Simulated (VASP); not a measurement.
# NdAl2S in VASP: notebook, part 2 of 2

VASP 6.6.1. Earlier steps stand in the parts before.

### 4 Single point, PBE

This run uses another cell than the first one, of 22.82 Å³/atom.

The input, INCAR:

```
PREC = Accurate
ENCUT = 500
EDIFF = 1E-6
ISMEAR = 0
SIGMA = 0.1
LREAL = False
LASPH = True
NELM = 200
ALGO = Normal
ISIF = 2
LWAVE = False
LCHARG = False
GGA = PE
NBANDS = 20
GGA_COMPAT = False
LMAXMIX = 6
```

The input, KPOINTS:

```
Automatic mesh
0
Gamma
  12 12 10
```

The input, POSCAR:

```
NdAl2S
1.0
    3.9366875540      0.0000000000      0.0000000000
    0.0000000000      3.9366875540      0.0000000000
    0.0000000000      0.0000000000      5.8910609160
Nd Al S
1 2 1
Direct
    0.0000000000      0.0000000000      0.0000000000
    0.5000000000      0.0000000000      0.5000000000
    0.0000000000      0.5000000000      0.5000000000
    0.5000000000      0.5000000000      0.0000000000
```

Potentials or basis: VASP PAW PBE potentials, release 64 (Nd_3, Al, S), 4f in core.

On the command line:

```console
cat potpaw_PBE.64/Nd_3/POTCAR potpaw_PBE.64/Al/POTCAR potpaw_PBE.64/S/POTCAR > POTCAR
mpirun -np 1 vasp_std > vasp.out
```

OUTCAR:

```text
PREC = Accurate
   ENCUT = 500
   EDIFF = 1E-6
   ISMEAR = 0
   LREAL = False
   LASPH = True
   NELM = 200
   ISIF = 2
   GGA = PE

 ion  position               nearest neighbor table
   1  0.000  0.000  0.000-   4 2.78   4 2.78   4 2.78   4 2.78   3 3.54   3 3.54   3 3.54   3 3.54
                             2 3.54   2 3.54   2 3.54   2 3.54
   2  0.500  0.000  0.500-   3 2.78   3 2.78   3 2.78   3 2.78   1 3.54   1 3.54   1 3.54   1 3.54

   3  0.000  0.500  0.500-   2 2.78   2 2.78   2 2.78   2 2.78   1 3.54   1 3.54   1 3.54   1 3.54

   4  0.500  0.500  0.000-   1 2.78   1 2.78   1 2.78   1 2.78

  LATTYP: Found a simple tetragonal cell.
 ALAT       =     3.9366875540
 C/A-ratio  =     1.4964512259

  Lattice vectors:

 A1 = (   3.9366875540,   0.0000000000,   0.0000000000)
 A2 = (   0.0000000000,   3.9366875540,   0.0000000000)
 A3 = (   0.0000000000,   0.0000000000,   5.8910609160)

Analysis of symmetry for initial positions (statically):
=====================================================================
 Subroutine PRICEL returns:
 Original cell was already a primitive cell.

 Routine SETGRP: Setting up the symmetry group for a
 simple tetragonal supercell.

 Subroutine GETGRP returns: Found 16 space group operations
 (whereof 16 operations were pure point group operations)
 out of a pool of 16 trial point group operations.

The static configuration has the point symmetry D_4h.

Analysis of symmetry for dynamics (positions and initial velocities):
=====================================================================
 Subroutine PRICEL returns:
 Original cell was already a primitive cell.

 Routine SETGRP: Setting up the symmetry group for a
 simple tetragonal supercell.

 Subroutine GETGRP returns: Found 16 space group operations
 (whereof 16 operations were pure point group operations)
 out of a pool of 16 trial point group operations.

The dynamic configuration has the point symmetry D_4h.

 Subroutine INISYM returns: Found 16 space group operations
 (whereof 16 operations are pure point group operations),
 and found     1 'primitive' translations

----------------------------------------------------------------------------------------

                                     Primitive cell

  volume of cell :      91.2968

  direct lattice vectors                    reciprocal lattice vectors
     3.936687554  0.000000000  0.000000000     0.254020667  0.000000000  0.000000000
     0.000000000  3.936687554  0.000000000     0.000000000  0.254020667  0.000000000
     0.000000000  0.000000000  5.891060916     0.000000000  0.000000000  0.169748712

  length of vectors
     3.936687554  3.936687554  5.891060916     0.254020667  0.254020667  0.169748712

  position of ions in fractional coordinates (direct lattice)
     0.000000000  0.000000000  0.000000000
     0.500000000  0.000000000  0.500000000
     0.000000000  0.500000000  0.500000000
     0.500000000  0.500000000  0.000000000

  ion indices of the primitive-cell ions
   primitive index   ion index
                 1           1
                 2           2
                 3           3
                 4           4

----------------------------------------------------------------------------------------

 KPOINTS: Automatic mesh

Automatic generation of k-mesh.
 Grid dimensions read from file:
 generate k-points for:   12   12   10

 Generating k-lattice:

  Cartesian coordinates                     Fractional coordinates (reciprocal lattice)
     0.021168389  0.000000000  0.000000000     0.083333333  0.000000000  0.000000000
     0.000000000  0.021168389  0.000000000     0.000000000  0.083333333  0.000000000
     0.000000000  0.000000000  0.016974871     0.000000000  0.000000000  0.100000000

  Length of vectors
     0.021168389  0.021168389  0.016974871

  Shift w.r.t. Gamma in fractional coordinates (k-lattice)
     0.000000000  0.000000000  0.000000000

 Subroutine IBZKPT returns following result:
 ===========================================

 Found    168 irreducible k-points:

 Following reciprocal coordinates:
            Coordinates               Weight
  0.000000  0.000000  0.000000      1.000000
  0.083333  0.000000  0.000000      4.000000
  0.166667  0.000000  0.000000      4.000000
  0.250000  0.000000  0.000000      4.000000
  0.333333  0.000000  0.000000      4.000000
  0.416667  0.000000  0.000000      4.000000
[... 16 lines left out ...]
  0.333333  0.333333  0.000000      4.000000
  0.416667  0.333333  0.000000      8.000000
 [... further k-points ...]
   k-points           NKPTS =    168   k-points in BZ     NKDIM =    168   number of bands    NBANDS=     20
   number of dos      NEDOS =    301   number of ions     NIONS =      4
   total plane-waves  NPLWV =  43200
   dimension x,y,z NGX =    30 NGY =   30 NGZ =   48
   dimension x,y,z NGXF=    60 NGYF=   60 NGZF=   96
   ions per type =               1   2   1
   NGX,Y,Z   is equivalent  to a cutoff of  12.67, 12.67, 13.55 a.u.
   NGXF,Y,Z  is equivalent  to a cutoff of  25.34, 25.34, 27.09 a.u.
 SYSTEM =  unknown system
   PREC   = accura    normal or accurate (medium, high low for compatibility)
   ISTART =      0    job   : 0-new  1-cont  2-samecut
   ICHARG =      2    charge: 1-file 2-atom 10-const
   ISPIN  =      1    spin polarized calculation?
   LNONCOLLINEAR =      F non collinear calculations
   LSORBIT =      F    spin-orbit coupling
   LASPH  =      T    aspherical Exc in radial PAW
   ENCUT  =  500.0 eV  36.75 Ry    6.06 a.u.   7.18  7.18 10.74*2*pi/ulx,y,z
   NELM   =    200;   NELMIN=  2; NELMDL= -5     # of ELM steps
   EDIFF  = 0.1E-05   stopping-criterion for ELM
   LREAL  =      F    real-space projection
   EDIFFG = 0.1E-04   stopping-criterion for IOM
   NSW    =      0    number of steps for IOM
   IBRION =     -1    ionic relax: 0-MD 1-quasi-New 2-CG
   NFREE  =      0    steps in history (QN), initial steepest desc. (CG)
   ISIF   =      2    stress and relaxation
   ISYM   =      2    0-nonsym 1-usesym 2-fastsym
   POTIM  = 0.5000    time-step for ionic-motion
   TEBEG  =    0.0;   TEEND  =   0.0 temperature during run
   PSTRESS=    0.0 pullay stress
   NELECT =      23.0000    total number of electrons
   NUPDOWN=      -1.0000    fix difference up-down
   EMIN   =  10.00;   EMAX   =-10.00  energy-range for DOS
   EFERMI =   0.00;   METHOD = LEGACY
   ISMEAR =     0;   SIGMA  =   0.10  broadening in eV -4-tet -1-fermi 0-gaus
   EFERMI_NEDOS =   21; number of points for ismear=-14 and -15
   IALGO  =     38    algorithm
   IMIX   =      4    mixing-type and parameters
     AMIX     =   0.40;   BMIX     =  1.00
     AMIX_MAG =   1.60;   BMIX_MAG =  1.00
  volume/ion in A,a.u.               =      22.82       154.03
  Fermi-wavevector in a.u.,A,eV,Ry     =   1.033949  1.953880 14.545306  1.069050
  Thomas-Fermi vector in A             =   2.168220
   LORBIT       =      0    0 simple, 1 ext, 2 COOP (PROOUT), +10 PAW based schemes
   GGA     = PE    functional components
   LHFCALC =     F    Hartree Fock is set to
   AEXX    =    0.0000 exact exchange contribution
   IVDW    =     0    specifies the selected vdW correction
   LEPSILON=     F    determine dielectric tensor
   LRPA    =     F    only Hartree local field effects (RPA)
 non-spin polarized calculation
 Gauss-broadening in eV      SIGMA  =   0.10
  energy-cutoff  :      500.00
  volume of cell :       91.30
 maximum number of plane-waves:      2336
 NGX is ok and might be reduce to    30
   NGX = 15   NGY = 15   NGZ = 21

 number of electron      23.0000003 magnetization

 Free energy of the ion-electron system (eV)
  ---------------------------------------------------
  ext. energy  EPLUGINS =         0.00000000
  ---------------------------------------------------
  free energy    TOTEN  =       -18.60559950 eV

  energy without entropy =      -18.59270123  energy(sigma->0) =      -18.59915037

 E-fermi :   5.2024     XC(G=0):  -9.7582

 val. band max:        5.2015051093   @ k =   0.3333   0.3333   0.1000
 cond. band min:       5.2083912883   @ k =   0.2500   0.0833   0.4000
 fundamental gap:      0.0068861789
 Fermi energy:         5.2023965039

 k-point     1 :       0.0000    0.0000    0.0000
  band No.  band energies     occupation
      1     -32.7258      2.00000
      2     -13.9139      2.00000
      3     -13.8266      2.00000
      4     -13.8266      2.00000
      5      -8.0905      2.00000
      6      -2.4201      2.00000
[... 12 lines left out ...]
     19       8.5514      0.00000
[... 513 lines left out ...]
      4     -13.8438      2.00000
      5      -7.6317      2.00000
      6      -0.1535      2.00000
[... 12 lines left out ...]
     19      11.4805      0.00000
     20      12.1994      0.00000

 [... further k-points ...]
[... 5 lines left out ...]
  --------------------------------------------------------------------------------------
  -------------------------------------------------------------------------------------
  Total        0.0181925      0.0181925     -0.0584025      0.0000000     -0.0000000      0.0000000
  in kB        0.3192628      0.3192628     -1.0249119      0.0000000     -0.0000000      0.0000000
  external PRESSURE =      -0.1287954 kB  Pullay stress =       0.0000000 kB

 VOLUME and BASIS-vectors are now :
 -----------------------------------------------------------------------------
  energy-cutoff  :      500.00
  volume of cell :       91.30
      direct lattice vectors                 reciprocal lattice vectors
     3.936687554  0.000000000  0.000000000     0.254020667  0.000000000  0.000000000
     0.000000000  3.936687554  0.000000000     0.000000000  0.254020667  0.000000000
     0.000000000  0.000000000  5.891060916     0.000000000  0.000000000  0.169748712

 POSITION                                       TOTAL-FORCE (eV/Angst)
 -----------------------------------------------------------------------------------
      0.00000      0.00000      0.00000         0.000000      0.000000      0.000000
      1.96834      0.00000      2.94553         0.000000      0.000000      0.000000
      0.00000      1.96834      2.94553         0.000000      0.000000      0.000000
      1.96834      1.96834      0.00000         0.000000      0.000000      0.000000
 -----------------------------------------------------------------------------------
    total drift:                                0.000000      0.000000      0.000000

  FREE ENERGIE OF THE ION-ELECTRON SYSTEM (eV)
  ---------------------------------------------------
  free  energy   TOTEN  =       -18.6055995005 eV

  energy  without entropy=      -18.5927012310  energy(sigma->0) =      -18.59915037
```

OSZICAR:

```text
N       E                     dE             d eps       ncg     rms          rms(c)
DAV:   1     0.110425271469E+03    0.11043E+03   -0.95857E+03  6720   0.959E+02
DAV:   2    -0.125279664798E+02   -0.12295E+03   -0.11956E+03  8388   0.202E+02
DAV:   3    -0.187755428282E+02   -0.62476E+01   -0.61790E+01  9452   0.406E+01
DAV:   4    -0.190008600887E+02   -0.22532E+00   -0.22488E+00  9940   0.689E+00
DAV:   5    -0.190041667946E+02   -0.33067E-02   -0.33060E-02  9296   0.849E-01    0.760E+00
DAV:   6    -0.186563723057E+02    0.34779E+00   -0.82356E-01  8308   0.422E+00    0.469E+00
DAV:   7    -0.186135621376E+02    0.42810E-01   -0.23479E-01  8748   0.250E+00    0.160E+00
DAV:   8    -0.186061342314E+02    0.74279E-02   -0.39892E-02  8992   0.899E-01    0.188E-01
DAV:   9    -0.186055466587E+02    0.58757E-03   -0.65414E-03  8676   0.353E-01    0.103E-01
DAV:  10    -0.186055897138E+02   -0.43055E-04   -0.47734E-04  8176   0.116E-01    0.582E-02
DAV:  11    -0.186056101569E+02   -0.20443E-04   -0.29077E-04  8708   0.826E-02    0.270E-02
DAV:  12    -0.186055987711E+02    0.11386E-04   -0.60971E-05  8084   0.342E-02    0.816E-03
DAV:  13    -0.186055997997E+02   -0.10287E-05   -0.40469E-06  7776   0.102E-02    0.252E-03
DAV:  14    -0.186055995005E+02    0.29919E-06   -0.30014E-07  4536   0.289E-03
   1 F= -.18605600E+02 E0= -.18599150E+02  d E =-.128983E-01
```

Run time: 1.8 min. Hardware: 1 thread of Intel Xeon 6975P-C (Granite Rapids), shared host; peak memory 0.42 GiB.

Results:

```yaml
Free_energy: -18.6056 eV
Pressure: 0.0 GPa
Band_gap_on_the_k_mesh: zero (an odd number of electrons rules out a gap without spin polarisation)
```

Caveat: spin-orbit coupling is left out, which moves the levels of the heavy elements; the 4f electrons are frozen in the core, so they carry no moment and show no levels; the run has no spin polarisation, though such a crystal can be magnetic. Spin polarisation is off, so any magnetic state and its effect on volume and gap are missing.

### 5 Overview

| cell | k mesh | gap on the mesh (eV) | pressure (GPa) |
| --- | --- | --- | --- |
| a = 4.048, b = 4.048, c = 5.160 Å, 4 atoms, atomic positions A | 4 × 4 × 4 | none | 0.1 |
| a = 3.928, b = 3.928, c = 5.980 Å, 4 atoms, atomic positions B | 12 × 12 × 8 | none | 0.0 |
| a = 3.937, b = 3.937, c = 5.891 Å, 4 atoms, atomic positions B | 12 × 12 × 10 | none | 0.0 |

Alike in all rows: task single point; level PBE; potentials or basis VASP PAW PBE potentials, release 64 (Nd_3, Al, S), 4f in core; no spin polarisation; cutoff (eV) 500; smearing gaussian 0.1 eV.

Caveats: some runs use coarse meshes; spin-orbit coupling is left out, which moves the levels of the heavy elements; the 4f electrons are frozen in the core, so they carry no moment and show no levels; the run has no spin polarisation, though such a crystal can be magnetic.

Absolute energies hang on the potentials; compare differences alone.

The gap in the log of VASP goes by the Fermi energy; the results here count the filled bands.